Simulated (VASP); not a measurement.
# AlRu (Pm-3m) in VASP: notebook, part 2 of 2

VASP 6.6.1. Earlier steps stand in the parts before.

### Step 3. Single point, r2SCAN (volume scaled by 0.94)

POSCAR

```
AlRu
1.0
    2.9217374354      0.0000000000      0.0000000000
    0.0000000000      2.9217374354      0.0000000000
    0.0000000000      0.0000000000      2.9217374354
Al Ru
1 1
Direct
    0.0000000000      0.0000000000      0.0000000000
    0.5000000000      0.5000000000      0.5000000000
```

INCAR.step1

```
SYSTEM = AlRu
PREC = Accurate ; ENCUT = 520
ISMEAR = 0 ; SIGMA = 0.1
LREAL = .False. ; LASPH = .True.
NELM = 60 ; NBANDS = 16
GGA = PE ; ALGO = Normal
EDIFF = 1E-4 ; LWAVE = .True.
LCHARG = .False.
```

INCAR.step2

```
SYSTEM = AlRu
PREC = Accurate ; ENCUT = 520
EDIFF = 1E-6 ; ISMEAR = 0
SIGMA = 0.1 ; LREAL = .False.
LASPH = .True. ; NELM = 60
ALGO = Normal ; ISIF = 2
LWAVE = .False. ; LCHARG = .True.
METAGGA = R2SCAN ; LMIXTAU = .True.
LELF = .True. ; LVHAR = .True.
NBANDS = 16 ; ISTART = 1
```

KPOINTS

```
Automatic mesh
0
Gamma
  14 14 14
  0 0 0
```

Potentials or basis: VASP PAW PBE potentials, release 64 (Al, Ru_pv).

Started as:

```
cat potpaw_PBE.64/Al/POTCAR potpaw_PBE.64/Ru_pv/POTCAR > POTCAR
cp INCAR.step1 INCAR
mpirun -np 1 vasp_std > vasp.out
cp INCAR.step2 INCAR
mpirun -np 1 vasp_std > vasp.out
```

OUTCAR:

```text
SYSTEM = AlRu
   PREC = Accurate
   ENCUT = 520
   EDIFF = 1E-6
   ISMEAR = 0
   LREAL = .False.
   LASPH = .True.
   NELM = 60
   ISIF = 2
   METAGGA = R2SCAN
   ISTART = 1

 ion  position               nearest neighbor table
   1  0.000  0.000  0.000-   2 2.53   2 2.53   2 2.53   2 2.53   2 2.53   2 2.53   2 2.53   2 2.53

   2  0.500  0.500  0.500-   1 2.53   1 2.53   1 2.53   1 2.53   1 2.53   1 2.53   1 2.53   1 2.53

  LATTYP: Found a simple cubic cell.
 ALAT       =     2.9217374354

  Lattice vectors:

 A1 = (   2.9217374354,   0.0000000000,   0.0000000000)
[... 627 lines left out ...]
      4       4.1655      2.00000
      5       7.1866      2.00000
      6       8.7222      2.00000
[... 8 lines left out ...]
     15      25.7774      0.00000
     16      27.4567      0.00000

 [... further k-points ...]
[... 5 lines left out ...]
  --------------------------------------------------------------------------------------
  -------------------------------------------------------------------------------------
  Total        2.4727151      2.4727151      2.4727151      0.0000000      0.0000000     -0.0000000
  in kB      158.8404513    158.8404513    158.8404513      0.0000000      0.0000000     -0.0000000
  external PRESSURE =     158.8404513 kB  Pullay stress =       0.0000000 kB

 VOLUME and BASIS-vectors are now :
 -----------------------------------------------------------------------------
  energy-cutoff  :      520.00
  volume of cell :       24.94
      direct lattice vectors                 reciprocal lattice vectors
     2.921737435  0.000000000  0.000000000     0.342262103  0.000000000  0.000000000
     0.000000000  2.921737435  0.000000000     0.000000000  0.342262103  0.000000000
     0.000000000  0.000000000  2.921737435     0.000000000  0.000000000  0.342262103

 POSITION                                       TOTAL-FORCE (eV/Angst)
 -----------------------------------------------------------------------------------
      0.00000      0.00000      0.00000         0.000000      0.000000      0.000000
      1.46087      1.46087      1.46087         0.000000      0.000000      0.000000
 -----------------------------------------------------------------------------------
    total drift:                                0.000000     -0.000000     -0.000000

  FREE ENERGIE OF THE ION-ELECTRON SYSTEM (eV)
  ---------------------------------------------------
  free  energy   TOTEN  =       -33.5324244554 eV

  energy  without entropy=      -33.5234640457  energy(sigma->0) =      -33.52794425
```

OUTCAR.step1:

```text
SYSTEM = AlRu
   PREC = Accurate
   ENCUT = 520
   ISMEAR = 0
   LREAL = .False.
   LASPH = .True.
[... 679 lines left out ...]
      0.00000      0.00000      0.00000         0.000000      0.000000      0.000000
      1.46087      1.46087      1.46087         0.000000      0.000000      0.000000
 -----------------------------------------------------------------------------------
    total drift:                                0.000000     -0.000000     -0.000000

  FREE ENERGIE OF THE ION-ELECTRON SYSTEM (eV)
  ---------------------------------------------------
  free  energy   TOTEN  =       -14.1297113719 eV

  energy  without entropy=      -14.1209565273  energy(sigma->0) =      -14.12533395
```

OSZICAR.step1:

```text
N       E                     dE             d eps       ncg     rms          rms(c)
DAV:   1     0.119046563277E+03    0.11905E+03   -0.91240E+03  3944   0.997E+02
DAV:   2    -0.128907494435E+02   -0.13194E+03   -0.12606E+03  4432   0.300E+02
DAV:   3    -0.148060428967E+02   -0.19153E+01   -0.19091E+01  5040   0.375E+01
DAV:   4    -0.148197406082E+02   -0.13698E-01   -0.13679E-01  4680   0.334E+00
DAV:   5    -0.148199326503E+02   -0.19204E-03   -0.19190E-03  4600   0.382E-01    0.143E+01
DAV:   6    -0.142023000150E+02    0.61763E+00   -0.21776E+00  4168   0.163E+01    0.265E+00
DAV:   7    -0.141446772788E+02    0.57623E-01   -0.14456E-01  4072   0.436E+00    0.248E+00
DAV:   8    -0.141298453778E+02    0.14832E-01   -0.13671E-02  4584   0.973E-01    0.197E-01
DAV:   9    -0.141297155444E+02    0.12983E-03   -0.26726E-04  4656   0.147E-01    0.136E-01
DAV:  10    -0.141297113719E+02    0.41724E-05   -0.15985E-05  2352   0.466E-02
   1 F= -.14129711E+02 E0= -.14125334E+02  d E =-.875484E-02
```

It took 47 s on 1 thread of Intel Xeon 6975P-C (Granite Rapids), shared host; peak memory 0.18 GiB.

What came out:

- Free energy: -33.5324 eV
- Pressure: 15.9 GPa

Levels at points of the mesh, in eV from the Fermi level:
| k point | band 5 | band 6 | band 7 | band 8 | band 9 | band 10 | band 11 | band 12 | band 13 | band 14 |
| --- | --- | --- | --- | --- | --- | --- | --- | --- | --- | --- |
| (0.00, 0.00, 0.00) | -4.11 | -4.11 | 0.19 | 0.19 | 0.19 | 6.89 | 6.89 | 6.89 | 10.45 | 11.91 |
| (0.50, 0.00, 0.00) | -5.82 | -3.14 | -1.86 | -1.86 | 0.49 | 2.80 | 7.67 | 10.45 | 12.00 | 12.00 |
| (0.50, 0.50, 0.00) | -3.46 | -1.52 | -1.52 | -1.40 | -1.40 | 1.91 | 6.17 | 7.54 | 10.45 | 12.02 |
| (0.50, 0.50, 0.50) | -5.35 | -5.35 | 2.02 | 2.02 | 3.66 | 4.51 | 4.51 | 4.51 | 9.68 | 9.68 |

Caveat: the cell differs from its parent crystal (volume scaled by 0.94); the PAW data sets were made with another functional, which shifts forces and pressure a little.

### Step 4. Single point, r2SCAN (volume scaled by 0.97)

POSCAR

```
AlRu
1.0
    2.9524948265      0.0000000000      0.0000000000
    0.0000000000      2.9524948265      0.0000000000
    0.0000000000      0.0000000000      2.9524948265
Al Ru
1 1
Direct
    0.0000000000      0.0000000000      0.0000000000
    0.5000000000      0.5000000000      0.5000000000
```

INCAR.step1

```
ALGO = Normal
EDIFF = 1E-4
ENCUT = 520
GGA = PE
ISMEAR = 0
LASPH = T
LCHARG = F
LREAL = F
LWAVE = T
NBANDS = 16
NELM = 60
PREC = Accurate
SIGMA = 0.1
```

INCAR.step2

```
ALGO = Normal
EDIFF = 1E-6
ENCUT = 520
ISIF = 2
ISMEAR = 0
ISTART = 1
LASPH = T
LCHARG = F
LMIXTAU = T
LREAL = F
LWAVE = F
METAGGA = R2SCAN
NBANDS = 16
NELM = 60
PREC = Accurate
SIGMA = 0.1
```

KPOINTS

```
k-points
0
Gamma
  14 14 14
```

Started as:

```
cat potpaw_PBE.64/Al/POTCAR potpaw_PBE.64/Ru_pv/POTCAR > POTCAR
cp INCAR.step1 INCAR
mpirun -np 1 vasp_std > vasp.out
cp INCAR.step2 INCAR
mpirun -np 1 vasp_std > vasp.out
```

Wall time 41 s (1 thread of Intel Xeon 6975P-C (Granite Rapids), shared host); peak memory 0.18 GiB.

Results (log left out):

```
Free energy : -33.5901 eV
Pressure    : 7.4 GPa
```

Levels at points of the mesh, in eV from the Fermi level:
```csv
k point,band 7,band 8,band 9,band 10,band 11,band 12
"(0.00, 0.00, 0.00)",0.18,0.18,0.18,6.72,6.72,6.72
"(0.50, 0.00, 0.00)",-1.78,-1.78,0.47,2.67,7.71,10.41
"(0.50, 0.50, 0.00)",-1.50,-1.33,-1.33,1.83,5.93,7.18
"(0.50, 0.50, 0.50)",1.93,1.93,3.45,4.42,4.42,4.42
```

Caveat: the cell differs from its parent crystal (volume scaled by 0.97); the PAW data sets were made with another functional, which shifts forces and pressure a little.

### Step 5. Single point, r2SCAN

This run uses another cell than the first one, of 13.27 Å³/atom, 0.991 times its volume.

POSCAR

```
AlRu
1.0
    2.9826244057      0.0000000000      0.0000000000
    0.0000000000      2.9826244057      0.0000000000
    0.0000000000      0.0000000000      2.9826244057
Al Ru
1 1
Direct
    0.0000000000      0.0000000000      0.0000000000
    0.5000000000      0.5000000000      0.5000000000
```

INCAR.step1

```
SYSTEM = AlRu
PREC = Accurate
ENCUT = 520
ISMEAR = 0
SIGMA = 0.1
LREAL = .FALSE.
LASPH = .TRUE.
NELM = 60
NBANDS = 16
GGA = PE
ALGO = Normal
EDIFF = 1E-4
LWAVE = .TRUE.
LCHARG = .FALSE.
```

INCAR.step2

```
SYSTEM = AlRu
PREC = Accurate
ENCUT = 520
EDIFF = 1E-6
ISMEAR = 0
SIGMA = 0.1
LREAL = .FALSE.
LASPH = .TRUE.
NELM = 60
ALGO = Normal
ISIF = 2
LWAVE = .FALSE.
LCHARG = .FALSE.
METAGGA = R2SCAN
LMIXTAU = .TRUE.
NBANDS = 16
ISTART = 1
```

KPOINTS

```
regular mesh
0
G
  14 14 14
  0 0 0
```

Started as:

```
cat potpaw_PBE.64/Al/POTCAR potpaw_PBE.64/Ru_pv/POTCAR > POTCAR
cp INCAR.step1 INCAR
mpirun -np 1 vasp_std > vasp.out
cp INCAR.step2 INCAR
mpirun -np 1 vasp_std > vasp.out
```

It took 39 s on 1 thread of Intel Xeon 6975P-C (Granite Rapids), shared host; peak memory 0.18 GiB.

The run converged. Its results:

- Free energy: -33.6085 eV
- Pressure: 0.1 GPa

Levels at points of the mesh, in eV from the Fermi level:
```tsv
k point	band 6	band 7	band 8	band 9	band 10	band 11	band 12	band 13
(0.00, 0.00, 0.00)	-3.73	0.17	0.17	0.17	6.56	6.56	6.56	10.37
(0.50, 0.00, 0.00)	-2.84	-1.71	-1.71	0.44	2.55	7.73	10.37	11.66
(0.50, 0.50, 0.00)	-1.49	-1.49	-1.27	-1.27	1.75	5.72	6.85	10.37
(0.50, 0.50, 0.50)	-4.97	1.85	1.85	3.25	4.34	4.34	4.34	9.05
```

Caveat: the PAW data sets were made with another functional, which shifts forces and pressure a little.

### Step 6. Summary

| cell | k mesh | gap on the mesh (eV) | pressure (GPa) |
| --- | --- | --- | --- |
| a = 2.992 Å, 2 atoms | 6 × 6 × 6 | none | -2.0 |
| a = 2.922 Å, 2 atoms | 14 × 14 × 14 | none | 15.9 |
| a = 2.952 Å, 2 atoms | 14 × 14 × 14 | none | 7.4 |
| a = 2.983 Å, 2 atoms | 14 × 14 × 14 | none | 0.1 |

Alike in all rows: task single point; level r2SCAN; potentials or basis VASP PAW PBE potentials, release 64 (Al, Ru_pv); no spin polarisation; cutoff (eV) 520; smearing gaussian 0.1 eV.

Caveats: the PAW data sets were made with another functional, which shifts forces and pressure a little.

Absolute energies hang on the potentials; compare differences alone.
